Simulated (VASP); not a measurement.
# FeO (I4/mmm) in VASP: notebook, part 2 of 2

VASP 6.6.1. Earlier steps stand in the parts before.

### Step 5. Single point, PBE, collinear spin, ferromagnetic start (strain -0.080 along x and y, +0.000 along z)

INCAR reads:

```
ALGO = Normal ; EDIFF = 1E-6
ENCUT = 600 ; GGA = PE
GGA_COMPAT = False ; ISIF = 2
ISMEAR = 0 ; ISPIN = 2
LASPH = True ; LCHARG = True
LELF = True ; LMAXMIX = 4
LORBIT = 11 ; LREAL = False
LVHAR = True ; LWAVE = False
MAGMOM = 3.79 0.35 ; NBANDS = 18
NELM = 200 ; PREC = Accurate
SIGMA = 0.15
```

KPOINTS reads:

```
k-points
0
Gamma
  20 20 20
```

POSCAR reads:

```
FeO
1.0
    0.0000000000      1.9829680000      2.1554000000
    1.9829680000      0.0000000000      2.1554000000
    1.9829680000      1.9829680000      0.0000000000
Fe O
1 1
Direct
    0.0000000000      0.0000000000      0.0000000000
    0.5000000000      0.5000000000      0.5000000000
```

Potentials or basis: VASP PAW PBE potentials, release 64 (Fe, O).

Launch:

```bash
$ cat potpaw_PBE.64/Fe/POTCAR potpaw_PBE.64/O/POTCAR > POTCAR
$ mpirun -np 1 vasp_std > vasp.out
```

OUTCAR:

```text
EDIFF = 1E-6
   ENCUT = 600
   GGA = PE
   ISIF = 2
   ISMEAR = 0
   ISPIN = 2
   LASPH = True
   LORBIT = 11
   LREAL = False
   NELM = 200
   PREC = Accurate

 ion  position               nearest neighbor table
   1  0.000  0.000  0.000-   2 1.98   2 1.98   2 1.98   2 1.98   2 2.16   2 2.16
   2  0.500  0.500  0.500-   1 1.98   1 1.98   1 1.98   1 1.98   1 2.16   1 2.16

  LATTYP: Found a body centered tetragonal cell.
 ALAT       =     2.8043402394
 C/A-ratio  =     1.5371886548

  Lattice vectors:

 A1 = (  -1.9829680000,   0.0000000000,   2.1554000000)
 A2 = (   1.9829680000,   0.0000000000,   2.1554000000)
 A3 = (   0.0000000000,   1.9829680000,  -2.1554000000)

Analysis of symmetry for initial positions (statically):
=====================================================================
 Subroutine PRICEL returns:
 Original cell was already a primitive cell.

 Routine SETGRP: Setting up the symmetry group for a
 body centered tetragonal supercell.

 Subroutine GETGRP returns: Found 16 space group operations
 (whereof 16 operations were pure point group operations)
 out of a pool of 16 trial point group operations.

The static configuration has the point symmetry D_4h.

Analysis of symmetry for dynamics (positions and initial velocities):
=====================================================================
 Subroutine PRICEL returns:
 Original cell was already a primitive cell.

 Routine SETGRP: Setting up the symmetry group for a
 body centered tetragonal supercell.

 Subroutine GETGRP returns: Found 16 space group operations
 (whereof 16 operations were pure point group operations)
 out of a pool of 16 trial point group operations.

The dynamic configuration has the point symmetry D_4h.

Analysis of structural, dynamic, and magnetic symmetry:
=====================================================================
 Subroutine PRICEL returns:
 Original cell was already a primitive cell.

 Routine SETGRP: Setting up the symmetry group for a
 body centered tetragonal supercell.

 Subroutine GETGRP returns: Found 16 space group operations
 (whereof 16 operations were pure point group operations)
 out of a pool of 16 trial point group operations.

The overall configuration has the point symmetry D_4h.

 Subroutine INISYM returns: Found 16 space group operations
 (whereof 16 operations are pure point group operations),
 and found     1 'primitive' translations

----------------------------------------------------------------------------------------

                                     Primitive cell

  volume of cell :      16.9508

  direct lattice vectors                    reciprocal lattice vectors
     0.000000000  1.982968000  2.155400000    -0.252147286  0.252147286  0.231975503
     1.982968000  0.000000000  2.155400000     0.252147286 -0.252147286  0.231975503
     1.982968000  1.982968000  0.000000000     0.252147286  0.252147286 -0.231975503

  length of vectors
     2.928807138  2.928807138  2.804340239     0.425404680  0.425404680  0.425404680

  position of ions in fractional coordinates (direct lattice)
     0.000000000  0.000000000  0.000000000
     0.500000000  0.500000000  0.500000000

  ion indices of the primitive-cell ions
   primitive index   ion index
                 1           1
                 2           2
[... 64 lines left out ...]
   ISTART =      0    job   : 0-new  1-cont  2-samecut
   ICHARG =      2    charge: 1-file 2-atom 10-const
   ISPIN  =      2    spin polarized calculation?
   LNONCOLLINEAR =      F non collinear calculations
   LSORBIT =      F    spin-orbit coupling
   LASPH  =      T    aspherical Exc in radial PAW
   ENCUT  =  600.0 eV  44.10 Ry    6.64 a.u.   5.85  5.85  5.60*2*pi/ulx,y,z
   NELM   =    200;   NELMIN=  2; NELMDL= -5     # of ELM steps
   EDIFF  = 0.1E-05   stopping-criterion for ELM
   LREAL  =      F    real-space projection
   EDIFFG = 0.1E-04   stopping-criterion for IOM
   NSW    =      0    number of steps for IOM
   IBRION =     -1    ionic relax: 0-MD 1-quasi-New 2-CG
   NFREE  =      0    steps in history (QN), initial steepest desc. (CG)
   ISIF   =      2    stress and relaxation
   ISYM   =      2    0-nonsym 1-usesym 2-fastsym
   POTIM  = 0.5000    time-step for ionic-motion
   TEBEG  =    0.0;   TEEND  =   0.0 temperature during run
   PSTRESS=    0.0 pullay stress
   NELECT =      14.0000    total number of electrons
   NUPDOWN=      -1.0000    fix difference up-down
   EMIN   =  10.00;   EMAX   =-10.00  energy-range for DOS
   EFERMI =   0.00;   METHOD = LEGACY
   ISMEAR =     0;   SIGMA  =   0.15  broadening in eV -4-tet -1-fermi 0-gaus
   EFERMI_NEDOS =   21; number of points for ismear=-14 and -15
   IALGO  =     38    algorithm
   IMIX   =      4    mixing-type and parameters
     AMIX     =   0.40;   BMIX     =  1.00
     AMIX_MAG =   1.60;   BMIX_MAG =  1.00
  volume/ion in A,a.u.               =       8.48        57.19
  Fermi-wavevector in a.u.,A,eV,Ry     =   1.535988  2.902596 32.099658  2.359258
  Thomas-Fermi vector in A             =   2.642699
   LORBIT       =     11    0 simple, 1 ext, 2 COOP (PROOUT), +10 PAW based schemes
   GGA     = PE    functional components
   LHFCALC =     F    Hartree Fock is set to
   AEXX    =    0.0000 exact exchange contribution
   IVDW    =     0    specifies the selected vdW correction
   LEPSILON=     F    determine dielectric tensor
   LRPA    =     F    only Hartree local field effects (RPA)
 spin polarized calculation
 Gauss-broadening in eV      SIGMA  =   0.15
  energy-cutoff  :      600.00
  volume of cell :       16.95
 maximum number of plane-waves:       584
   NGX = 11   NGY = 11   NGZ = 11

 number of electron      13.9999995 magnetization       3.6435192

 Free energy of the ion-electron system (eV)
  ---------------------------------------------------
  ext. energy  EPLUGINS =         0.00000000
  ---------------------------------------------------
  free energy    TOTEN  =       -14.53308739 eV

  energy without entropy =      -14.51461219  energy(sigma->0) =      -14.52384979

 E-fermi :   8.1686     XC(G=0): -13.1181

 val. band max:        8.1679039054   @ k =   0.1000   0.0000   0.0000
 cond. band min:       8.1687617327   @ k =  -0.3500   0.4000   0.2500
 fundamental gap:      0.0008578273
 Fermi energy:         8.1686488227

 spin component 1

 k-point     1 :       0.0000    0.0000    0.0000
  band No.  band energies     occupation
      1     -14.1766      1.00000
      2       3.5680      1.00000
      3       3.5680      1.00000
      4       3.6660      1.00000
      5       3.8541      1.00000
      6       4.3341      1.00000
[... 493 lines left out ...]
     17      35.8704      0.00000
     18      38.8256      0.00000

 [... further k-points ...]

 spin component 2

 k-point     1 :       0.0000    0.0000    0.0000
  band No.  band energies     occupation
      1     -13.6914      1.00000
      2       4.0229      1.00000
      3       4.0229      1.00000
      4       4.2909      1.00000
      5       6.6697      1.00000
      6       7.2457      1.00000
[... 493 lines left out ...]
     17      36.4451      0.00000
     18      39.5356      0.00000

 [... further k-points ...]

------------------------ aborting loop because EDIFF is reached ----------------------------------------

  FORCE on cell =-STRESS in cart. coord.  units (eV):
  Direction    XX          YY          ZZ          XY          YZ          ZX
  --------------------------------------------------------------------------------------
  -------------------------------------------------------------------------------------
  Total        5.0016389      5.0016389      3.1916343      0.0000000     -0.0000000      0.0000000
  in kB      472.7522810    472.7522810    301.6715989      0.0000000     -0.0000000      0.0000000
  external PRESSURE =     415.7253870 kB  Pullay stress =       0.0000000 kB

 VOLUME and BASIS-vectors are now :
 -----------------------------------------------------------------------------
  energy-cutoff  :      600.00
  volume of cell :       16.95
      direct lattice vectors                 reciprocal lattice vectors
     0.000000000  1.982968000  2.155400000    -0.252147286  0.252147286  0.231975503
     1.982968000  0.000000000  2.155400000     0.252147286 -0.252147286  0.231975503
     1.982968000  1.982968000  0.000000000     0.252147286  0.252147286 -0.231975503

 POSITION                                       TOTAL-FORCE (eV/Angst)
 -----------------------------------------------------------------------------------
      0.00000      0.00000      0.00000        -0.000000      0.000000      0.000000
      1.98297      1.98297      2.15540         0.000000     -0.000000      0.000000
 -----------------------------------------------------------------------------------
    total drift:                                0.000000     -0.000000     -0.000000

  FREE ENERGIE OF THE ION-ELECTRON SYSTEM (eV)
  ---------------------------------------------------
  free  energy   TOTEN  =       -14.5330873942 eV

  energy  without entropy=      -14.5146121907  energy(sigma->0) =      -14.52384979

 total charge

# of ion       s       p       d       tot
------------------------------------------
    1        0.349   0.497   6.276   7.122
    2        1.560   3.522   0.000   5.082
--------------------------------------------------
tot          1.909   4.019   6.276  12.204

 magnetization (x)

# of ion       s       p       d       tot
------------------------------------------
    1        0.030   0.023   3.264   3.317
    2        0.034   0.229   0.000   0.263
--------------------------------------------------
tot          0.064   0.252   3.264   3.580
```

OSZICAR:

```text
N       E                     dE             d eps       ncg     rms          rms(c)
DAV:   1     0.746767924753E+02    0.74677E+02   -0.76896E+03 50874   0.107E+03
DAV:   2    -0.123918409293E+02   -0.87069E+02   -0.74568E+02 47540   0.226E+02
DAV:   3    -0.169388509413E+02   -0.45470E+01   -0.44113E+01 53750   0.542E+01
DAV:   4    -0.169703287186E+02   -0.31478E-01   -0.31459E-01 56082   0.425E+00
DAV:   5    -0.169705113363E+02   -0.18262E-03   -0.18261E-03 55468   0.333E-01    0.198E+01
DAV:   6    -0.150109726812E+02    0.19595E+01   -0.11485E+01 61790   0.536E+01    0.185E+01
DAV:   7    -0.145577027539E+02    0.45327E+00   -0.19136E+00 59460   0.289E+01    0.103E+01
DAV:   8    -0.145457498588E+02    0.11953E-01   -0.10509E-01 59884   0.338E+00    0.614E+00
DAV:   9    -0.145306215513E+02    0.15128E-01   -0.25248E-02 74016   0.267E+00    0.761E-01
DAV:  10    -0.145330302416E+02   -0.24087E-02   -0.35492E-03 60736   0.987E-01    0.430E-01
DAV:  11    -0.145330741563E+02   -0.43915E-04   -0.18562E-03 64210   0.750E-01    0.976E-02
DAV:  12    -0.145330880166E+02   -0.13860E-04   -0.20955E-04 51714   0.128E-01    0.464E-02
DAV:  13    -0.145330873942E+02    0.62241E-06   -0.81598E-06 60442   0.352E-02
   1 F= -.14533087E+02 E0= -.14523850E+02  d E =-.184752E-01  mag=     3.6428
```

Run time: 5.6 min. Hardware: 1 thread of Oxide Virtual Turin-like, shared host; peak memory 0.42 GiB.

What came out:

```yaml
Free_energy: -14.5331 eV
Pressure: 41.6 GPa
Net_moment: 3.64 μB per cell
Site_moments: Fe +3.32; O +0.26 μB
Valence_electrons_inside_the_program's_atomic_spheres: Fe 7.12; O 5.08
```

Levels at points of the mesh, in eV from the Fermi level:
Spin up:
```tsv
k point	band 7	band 8	band 9	band 10	band 11	band 12
(0.00, 0.00, 0.00)	-3.77	-3.77	-3.47	1.29	16.14	18.63
(0.50, 0.00, 0.00)	-2.13	-0.12	0.78	4.49	10.20	13.03
(0.50, 0.50, 0.00)	-2.42	-2.42	-2.31	6.87	9.13	12.60
(0.50, 0.00, 0.50)	-2.55	-2.37	-2.04	6.76	10.18	11.47
```
Spin down:
```
           k point  band 2  band 3  band 4  band 5  band 6  band 7  band 8  band 9
(0.00, 0.00, 0.00)   -4.15   -4.15   -3.88   -1.50   -0.92   -0.92   -0.45    0.03
(0.50, 0.00, 0.00)   -9.59   -6.56   -6.37    0.30    0.51    0.71    2.89    3.67
(0.50, 0.50, 0.00)   -8.36   -5.20   -5.20   -2.94    0.52    0.81    0.81    1.45
(0.50, 0.00, 0.50)   -8.14   -5.80   -5.17   -2.92    0.65    0.70    0.98    1.56
```

Caveat: the cell differs from its parent crystal (strain -0.080 along x and y, +0.000 along z); the stress differs along the axes, from 30 to 47 GPa; a cell with one magnetic atom can't hold antiferromagnetic order, which such compounds often take; semilocal functionals often make such compounds metallic where correlation or magnetic order opens a gap, which also shifts bond lengths.

### Step 6. Summary

| cell | gap on the mesh (eV) | pressure (GPa) | moment (μB) |
| --- | --- | --- | --- |
| a = 3.110, b = 3.110, c = 3.048 Å, angles 60.7, 60.7, 58.7°, 2 atoms | none | -6.6 | 4.00 |
| a = 2.866, b = 2.866, c = 2.926 Å, angles 59.3, 59.3, 61.4°, 2 atoms | none | 39.7 | 3.71 |
| a = 2.988, b = 2.988, c = 2.926 Å, angles 60.7, 60.7, 58.6°, 2 atoms | none | 17.7 | 3.94 |
| a = 2.929, b = 2.929, c = 2.804 Å, angles 61.4, 61.4, 57.2°, 2 atoms | none | 41.6 | 3.64 |

Alike in all rows: task single point; level PBE; potentials or basis VASP PAW PBE potentials, release 64 (Fe, O); spin collinear, ferromagnetic start; k mesh 20 × 20 × 20; cutoff (eV) 600; smearing gaussian 0.15 eV.

Caveats: a cell with one magnetic atom can't hold antiferromagnetic order, which such compounds often take; semilocal functionals often make such compounds metallic where correlation or magnetic order opens a gap, which also shifts bond lengths; the cell stands under tension (at least some runs); the stress differs along the axes, from 36 to 47 GPa (at least some runs); the stress differs along the axes, from 13 to 20 GPa (at least some runs); the stress differs along the axes, from 30 to 47 GPa (at least some runs).

Absolute energies hang on the potentials; compare differences alone.
